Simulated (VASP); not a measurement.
**AlN: relaxation of cell and atoms with PBE**

Crystal: AlN.

```
Al N
1.0
    -2.25719    2.28911    2.50755
     2.25719   -2.28911    2.50755
     2.25719    2.28911   -2.50755
Al N
2 2
Direct
  0.60656 0.35656 0.25000
  0.39344 0.64344 0.75000
  0.14039 0.89039 0.25000
  0.85961 0.10961 0.75000
```

The cell was generated, and may not be a known phase.

| Quantity | Value |
| --- | --- |
| Program | VASP 6.6.1 |
| Task | relaxation of cell and atoms |
| Functional | PBE |
| Potentials or basis | VASP PAW PBE potentials, release 64 (Al, N) |
| Cutoff | 600 eV |
| k mesh | 6 × 6 × 6 |
| Occupations | gaussian, width 0.1 eV |
| Spin | no spin polarisation |
| Dipole correction | no |
| Further INCAR settings | ALGO = Normal; EDIFF = 1e-07; IBRION = 2; EDIFFG = -0.04; NSW = 90; ISIF = 3 |

```
Relaxed volume                        : 12.21 Å³/atom
Relaxed cell                          : a = 4.322 Å, b = 4.322 Å, c = 4.322 Å, α = 76.84°, β = 127.78°, γ = 127.96°
Space group after relaxing (to 0.1 Å) : P4/mmm (No. 123)
Pressure after relaxing               : 0.0 GPa
Largest force after relaxing          : 0.017 eV/Å
Band gap on the k mesh                : zero (bands 8 and 9 overlap by 0.06 eV)
```

Forces in eV/Å, atoms in the order of the input:
```
Al   0.000  0.000  0.017
Al   0.000  0.000 -0.017
N    0.000  0.000  0.017
N    0.000  0.000 -0.017
```

Stress tensor (GPa, compression positive):
```
-0.18  0.00  0.00
 0.00 -0.42  0.00
 0.00  0.00  0.48
```

Final structure:
```
Al N
1.0
    -3.38639    1.90202    1.89617
     3.38639   -1.90202    1.89617
     3.38639    1.90202   -1.89617
Al N
2 2
Direct
  0.49968 0.24968 0.25000
  0.50032 0.75032 0.75000
  0.99972 0.74972 0.25000
  0.00028 0.25028 0.75000
```

Levels at points of the mesh, in eV from the Fermi level:
```tsv
k point	band 6	band 7	band 8	band 9	band 10	band 11
(0.00, 0.00, 0.00)	-1.67	-1.63	-1.02	-0.03	4.13	4.46
(0.50, 0.00, 0.00)	-1.29	-1.20	-1.10	0.31	4.22	6.37
(0.00, 0.50, 0.00)	-4.48	-2.95	-2.95	3.40	3.40	8.26
(0.50, 0.50, 0.00)	-4.48	-2.96	-2.96	3.41	3.41	8.27
(0.50, 0.50, 0.50)	-1.52	-1.48	0.03	1.24	5.49	5.80
```

Wall time 14 min on 1 thread of Intel(R) Xeon(R) Platinum 8259CL CPU @ 2.50GHz (Skylake/Cascade Lake) (shared host), peak memory 0.23 GiB.

Caveat: semilocal functionals underestimate gaps, and a narrow one can read as zero.
